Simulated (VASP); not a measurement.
# Mg4H in VASP: further runs

Runs on Mg4H. Level: PBEsol. Tasks: single point.

Everything below comes from runs of VASP 6.6.1. Logs are shortened: lines on timing, memory, paths and dates and some standing lists are left out, and cuts for length are marked.

## Step 1: The cell of the first run

The cell holds a slab with vacuum, 5 atoms: a = 3.184 Å, b = 3.184 Å, c = 26.708 Å, α = 90.00°, β = 90.00°, γ = 120.00°.

## Step 2: Single point, PBEsol

The input, INCAR:

```
SYSTEM = Mg4H
PREC = Accurate
ENCUT = 520
EDIFF = 1E-6
ISMEAR = 0
SIGMA = 0.1
LREAL = .FALSE.
LASPH = .TRUE.
NELM = 100
ALGO = Normal
ISIF = 2
LWAVE = .FALSE.
LCHARG = .FALSE.
LDIPOL = .TRUE.
IDIPOL = 3
DIPOL = 0.5 0.5 0.504
GGA = PS
NBANDS = 12
```

The input, KPOINTS:

```
Automatic mesh
0
G
  9 9 1
  0 0 0
```

The input, POSCAR:

```
Mg4H
1.0
    3.1837023370      0.0000000000      0.0000000000
   -1.5918511685      2.7571671019      0.0000000000
    0.0000000000      0.0000000000     26.7081898776
Mg H
4 1
Direct
    0.6666666667      0.3333333333      0.3182544395
    0.3333333333      0.6666666666      0.4146106426
    0.6666666667      0.3333333333      0.5090329198
    0.3333333333      0.6666666666      0.6065324327
    0.3333333333      1.1666666666      0.6708716985
```

Potentials or basis: VASP PAW PBE potentials, release 64 (Mg, H).

Command:

```
> cat potpaw_PBE.64/Mg/POTCAR potpaw_PBE.64/H/POTCAR > POTCAR
> mpirun -np 1 vasp_std > vasp.out
```

OUTCAR:

```text
SYSTEM = Mg4H
   PREC = Accurate
   ENCUT = 520
   EDIFF = 1E-6
   ISMEAR = 0
   LREAL = .FALSE.
   LASPH = .TRUE.
   NELM = 100
   ISIF = 2
   GGA = PS

 ion  position               nearest neighbor table
   1  0.667  0.333  0.318-   2 3.16   2 3.16   2 3.16
   2  0.333  0.667  0.415-   3 3.12   3 3.12   3 3.12   1 3.16   1 3.16   1 3.16
   3  0.667  0.333  0.509-   2 3.12   2 3.12   2 3.12   4 3.19   4 3.19   4 3.19
   4  0.333  0.667  0.607-   3 3.19   3 3.19   3 3.19
   5  0.333  0.167  0.671-

  LATTYP: Found a hexagonal cell.
 ALAT       =     3.1837023370
 C/A-ratio  =     8.3890348564

  Lattice vectors:

 A1 = (   3.1837023370,   0.0000000000,   0.0000000000)
 A2 = (  -1.5918511685,   2.7571671019,   0.0000000000)
 A3 = (   0.0000000000,   0.0000000000,  26.7081898776)

Analysis of symmetry for initial positions (statically):
=====================================================================
 Subroutine PRICEL returns:
 Original cell was already a primitive cell.

 Routine SETGRP: Setting up the symmetry group for a
 hexagonal supercell.

 Subroutine GETGRP returns: Found  2 space group operations
 (whereof  2 operations were pure point group operations)
 out of a pool of 24 trial point group operations.

The static configuration has the point symmetry C_1h.

Analysis of symmetry for dynamics (positions and initial velocities):
=====================================================================
 Subroutine PRICEL returns:
 Original cell was already a primitive cell.

 Routine SETGRP: Setting up the symmetry group for a
 hexagonal supercell.

 Subroutine GETGRP returns: Found  2 space group operations
 (whereof  2 operations were pure point group operations)
 out of a pool of 24 trial point group operations.

The dynamic configuration has the point symmetry C_1h.

 Subroutine INISYM returns: Found  2 space group operations
 (whereof  2 operations are pure point group operations),
 and found     1 'primitive' translations

----------------------------------------------------------------------------------------

                                     Primitive cell

  volume of cell :     234.4445

  direct lattice vectors                    reciprocal lattice vectors
     3.183702337  0.000000000  0.000000000     0.314099716  0.181345556  0.000000000
    -1.591851169  2.757167102  0.000000000     0.000000000  0.362691111  0.000000000
     0.000000000  0.000000000 26.708189878     0.000000000  0.000000000  0.037441699

  length of vectors
     3.183702337  3.183702337 26.708189878     0.362691111  0.362691111  0.037441699

  position of ions in fractional coordinates (direct lattice)
     0.666666667  0.333333333  0.318254440
     0.333333333  0.666666667  0.414610643
     0.666666667  0.333333333  0.509032920
     0.333333333  0.666666667  0.606532433
     0.333333333  0.166666667  0.670871699

  ion indices of the primitive-cell ions
   primitive index   ion index
                 1           1
                 2           2
                 3           3
                 4           4
                 5           5

----------------------------------------------------------------------------------------

 KPOINTS: Automatic mesh

Automatic generation of k-mesh.
 Grid dimensions read from file:
 generate k-points for:    9    9    1

 Generating k-lattice:

  Cartesian coordinates                     Fractional coordinates (reciprocal lattice)
     0.034899968  0.020149506  0.000000000     0.111111111  0.000000000  0.000000000
     0.000000000  0.040299012  0.000000000     0.000000000  0.111111111  0.000000000
     0.000000000  0.000000000  0.037441699     0.000000000  0.000000000  1.000000000

  Length of vectors
     0.040299012  0.040299012  0.037441699

  Shift w.r.t. Gamma in fractional coordinates (k-lattice)
     0.000000000  0.000000000  0.000000000

 Subroutine IBZKPT returns following result:
 ===========================================

 Found     25 irreducible k-points:

 Following reciprocal coordinates:
            Coordinates               Weight
  0.000000  0.000000  0.000000      1.000000
  0.111111  0.000000  0.000000      2.000000
  0.000000  0.111111  0.000000      4.000000
  0.222222 -0.000000  0.000000      2.000000
  0.000000  0.222222  0.000000      4.000000
  0.333333  0.000000  0.000000      2.000000
[... 16 lines left out ...]
 -0.222222 -0.444444  0.000000      4.000000
  0.444444  0.333333  0.000000      4.000000
   k-points           NKPTS =     25   k-points in BZ     NKDIM =     25   number of bands    NBANDS=     12
   number of dos      NEDOS =    301   number of ions     NIONS =      5
   total plane-waves  NPLWV = 115200
   dimension x,y,z NGX =    24 NGY =   24 NGZ =  200
   dimension x,y,z NGXF=    48 NGYF=   48 NGZF=  400
   ions per type =               4   1
   NGX,Y,Z   is equivalent  to a cutoff of  12.53, 12.53, 12.45 a.u.
   NGXF,Y,Z  is equivalent  to a cutoff of  25.06, 25.06, 24.90 a.u.
 SYSTEM =  Mg4H
   PREC   = accura    normal or accurate (medium, high low for compatibility)
   ISTART =      0    job   : 0-new  1-cont  2-samecut
   ICHARG =      2    charge: 1-file 2-atom 10-const
   ISPIN  =      1    spin polarized calculation?
   LNONCOLLINEAR =      F non collinear calculations
   LSORBIT =      F    spin-orbit coupling
   LASPH  =      T    aspherical Exc in radial PAW
   ENCUT  =  520.0 eV  38.22 Ry    6.18 a.u.   5.92  5.92 49.66*2*pi/ulx,y,z
   NELM   =    100;   NELMIN=  2; NELMDL= -5     # of ELM steps
   EDIFF  = 0.1E-05   stopping-criterion for ELM
   LREAL  =      F    real-space projection
   EDIFFG = 0.1E-04   stopping-criterion for IOM
   NSW    =      0    number of steps for IOM
   IBRION =     -1    ionic relax: 0-MD 1-quasi-New 2-CG
   NFREE  =      0    steps in history (QN), initial steepest desc. (CG)
   ISIF   =      2    stress and relaxation
   ISYM   =      2    0-nonsym 1-usesym 2-fastsym
   POTIM  = 0.5000    time-step for ionic-motion
   TEBEG  =    0.0;   TEEND  =   0.0 temperature during run
   PSTRESS=    0.0 pullay stress
   NELECT =       9.0000    total number of electrons
   NUPDOWN=      -1.0000    fix difference up-down
   EMIN   =  10.00;   EMAX   =-10.00  energy-range for DOS
   EFERMI =   0.00;   METHOD = LEGACY
   ISMEAR =     0;   SIGMA  =   0.10  broadening in eV -4-tet -1-fermi 0-gaus
   EFERMI_NEDOS =   21; number of points for ismear=-14 and -15
   IALGO  =     38    algorithm
   IMIX   =      4    mixing-type and parameters
     AMIX     =   0.40;   BMIX     =  1.00
     AMIX_MAG =   1.60;   BMIX_MAG =  1.00
  volume/ion in A,a.u.               =      46.89       316.42
  Fermi-wavevector in a.u.,A,eV,Ry     =   0.552258  1.043617  4.149632  0.304989
  Thomas-Fermi vector in A             =   1.584620
   LORBIT       =      0    0 simple, 1 ext, 2 COOP (PROOUT), +10 PAW based schemes
   GGA     = PS    functional components
   LHFCALC =     F    Hartree Fock is set to
   AEXX    =    0.0000 exact exchange contribution
   IVDW    =     0    specifies the selected vdW correction
   LEPSILON=     F    determine dielectric tensor
   LRPA    =     F    only Hartree local field effects (RPA)
 non-spin polarized calculation
 Gauss-broadening in eV      SIGMA  =   0.10
  energy-cutoff  :      520.00
  volume of cell :      234.44
 maximum number of plane-waves:      6354
   NGX = 11   NGY = 11   NGZ = 99

 number of electron       9.0000000 magnetization

 dipolmoment           0.000000      0.000000      0.100047 electrons x Angstroem

 Free energy of the ion-electron system (eV)
  ---------------------------------------------------
  ext. energy  EPLUGINS =         0.00000000
  ---------------------------------------------------
  free energy    TOTEN  =        -8.83101778 eV

  energy without entropy =       -8.82220493  energy(sigma->0) =       -8.82661136

 E-fermi :  -1.9541     XC(G=0):  -4.1229

 val. band max:       -2.0092636442   @ k =   0.0000   0.4444   0.0000
 cond. band min:      -1.8397829129   @ k =   0.3333   0.2222   0.0000
 fundamental gap:      0.1694807313
 Fermi energy:        -1.9540967570

 k-point     1 :       0.0000    0.0000    0.0000
  band No.  band energies     occupation
      1      -8.6245      2.00000
      2      -7.8759      2.00000
      3      -6.7504      2.00000
      4      -5.2651      2.00000
      5      -3.5700      2.00000
      6      -1.3548      0.00000
      7       0.7031      0.00000
      8       1.9939      0.00000
      9       2.9400      0.00000
     10       3.8870      0.00000
     11       4.1369      0.00000
     12       5.5293      0.00000

 k-point     2 :       0.1111    0.0000    0.0000
  band No.  band energies     occupation
      1      -8.3809      2.00000
      2      -7.6361      2.00000
      3      -6.5175      2.00000
      4      -5.0434      2.00000
      5      -3.3512      2.00000
      6      -1.1430      0.00000
      7       0.9180      0.00000
      8       2.2224      0.00000
      9       3.1701      0.00000
     10       4.1074      0.00000
     11       4.3508      0.00000
     12       5.6483      0.00000

 k-point     3 :       0.0000    0.1111    0.0000
  band No.  band energies     occupation
      1      -8.3809      2.00000
      2      -7.6360      2.00000
      3      -6.5174      2.00000
      4      -5.0426      2.00000
      5      -3.3492      2.00000
      6      -1.1374      0.00000
      7       0.9232      0.00000
      8       2.2245      0.00000
      9       3.1705      0.00000
     10       4.1143      0.00000
     11       4.3555      0.00000
     12       5.6854      0.00000

 k-point     4 :       0.2222   -0.0000    0.0000
  band No.  band energies     occupation
      1      -7.6542      2.00000
      2      -6.9220      2.00000
      3      -5.8276      2.00000
      4      -4.3920      2.00000
      5      -2.7055      2.00000
      6      -0.5468      0.00000
      7       1.4970      0.00000
      8       2.7880      0.00000
      9       3.0118      0.00000
     10       3.5930      0.00000
     11       3.9527      0.00000
     12       4.5104      0.00000

 k-point     5 :       0.0000    0.2222    0.0000
  band No.  band energies     occupation
      1      -7.6540      2.00000
      2      -6.9219      2.00000
      3      -5.8276      2.00000
      4      -4.3874      2.00000
      5      -2.6937      2.00000
      6      -0.5080      0.00000
      7       1.5431      0.00000
      8       2.7576      0.00000
      9       3.0670      0.00000
     10       3.5354      0.00000
     11       3.9354      0.00000
     12       4.5783      0.00000
[... 228 lines left out ...]
      1      -5.7500      2.00000
      2      -5.0779      2.00000
      3      -4.0908      2.00000
      4      -2.7594      2.00000
      5      -1.0533      0.00000
      6       0.4595      0.00000
      7       0.5011      0.00000
      8       1.1428      0.00000
      9       1.3611      0.00000
     10       1.3934      0.00000
     11       2.5784      0.00000
     12       2.7565      0.00000

 k-point    22 :       0.3333    0.2222    0.0000
  band No.  band energies     occupation
      1      -4.1451      2.00000
      2      -3.6274      2.00000
      3      -2.8453      2.00000
      4      -2.0489      1.82021
      5      -1.8398      0.10596
      6      -0.9006      0.00000
      7      -0.2010      0.00000
      8       0.1910      0.00000
      9       0.6751      0.00000
     10       1.1759      0.00000
     11       1.8553      0.00000
     12       2.2990      0.00000

 k-point    23 :      -0.2222   -0.4444    0.0000
  band No.  band energies     occupation
      1      -4.1610      2.00000
      2      -3.6676      2.00000
      3      -2.8514      2.00000
      4      -2.0480      1.81575
      5      -1.4361      0.00000
      6      -1.0055      0.00000
      7      -0.1884      0.00000
      8       0.0777      0.00000
      9       0.6338      0.00000
     10       1.2422      0.00000
     11       1.8583      0.00000
     12       2.2706      0.00000

 k-point    24 :       0.4444    0.3333    0.0000
  band No.  band energies     occupation
      1      -4.1529      2.00000
      2      -3.6551      2.00000
      3      -2.8707      2.00000
      4      -2.0491      1.82093
      5      -1.5037      0.00000
      6      -0.9916      0.00000
      7      -0.3033      0.00000
      8       0.1126      0.00000
      9       0.7734      0.00000
     10       1.1413      0.00000
     11       1.8544      0.00000
     12       2.2490      0.00000

 [... further k-points ...]

------------------------ aborting loop because EDIFF is reached ----------------------------------------

 vacuum level on the upper side and lower side of the slab       (xc-potential included)         0.754        -1.200

  FORCE on cell =-STRESS in cart. coord.  units (eV):
  Direction    XX          YY          ZZ          XY          YZ          ZX
  --------------------------------------------------------------------------------------
  -------------------------------------------------------------------------------------
  Total       -0.7871615     -1.4272501     -2.7566888      0.5543330     -0.0640870     -0.1110019
  in kB       -5.3794075     -9.7537285    -18.8390208      3.7882731     -0.4379661     -0.7585794
  external PRESSURE =     -11.3240523 kB  Pullay stress =       0.0000000 kB

 VOLUME and BASIS-vectors are now :
 -----------------------------------------------------------------------------
  energy-cutoff  :      520.00
  volume of cell :      234.44
      direct lattice vectors                 reciprocal lattice vectors
     3.183702337  0.000000000  0.000000000     0.314099716  0.181345556  0.000000000
    -1.591851169  2.757167102  0.000000000     0.000000000  0.362691111  0.000000000
     0.000000000  0.000000000 26.708189878     0.000000000  0.000000000  0.037441699

 POSITION                                       TOTAL-FORCE (eV/Angst)
 -----------------------------------------------------------------------------------
      1.59185      0.91906      8.50000         0.003750      0.002165     -0.034731
     -0.00000      1.83811     11.07350         0.001856      0.001072      0.000403
      1.59185      0.91906     13.59535         0.015203      0.008777      0.122428
     -0.00000      1.83811     16.19938        -0.001538     -0.000888      1.481526
      0.79593      0.45953     17.91777        -0.019270     -0.011126     -1.569627
 -----------------------------------------------------------------------------------
    total drift:                                0.000053      0.000031      0.000057

  FREE ENERGIE OF THE ION-ELECTRON SYSTEM (eV)
  ---------------------------------------------------
  free  energy   TOTEN  =        -8.8310177849 eV

  energy  without entropy=       -8.8222049266  energy(sigma->0) =       -8.82661136

 vacuum level on the upper side and lower side of the slab         3.813         1.775
```

Run time: 97 s. Hardware: 1 thread of Intel Xeon Platinum 8375C at 2.90GHz (Ice Lake), shared host; peak memory 0.34 GiB.

Results:

- Free energy: -8.8310 eV
- Largest force: 1.570 eV/Å

Forces on the atoms (eV/Å):
```
Mg   0.004  0.002 -0.035
Mg   0.002  0.001  0.000
Mg   0.015  0.009  0.122
Mg  -0.002 -0.001  1.482
H   -0.019 -0.011 -1.570
```

Caveat: the PAW data sets were made with another functional, which shifts forces and pressure a little.

(Part 1 of 2 ends here.)
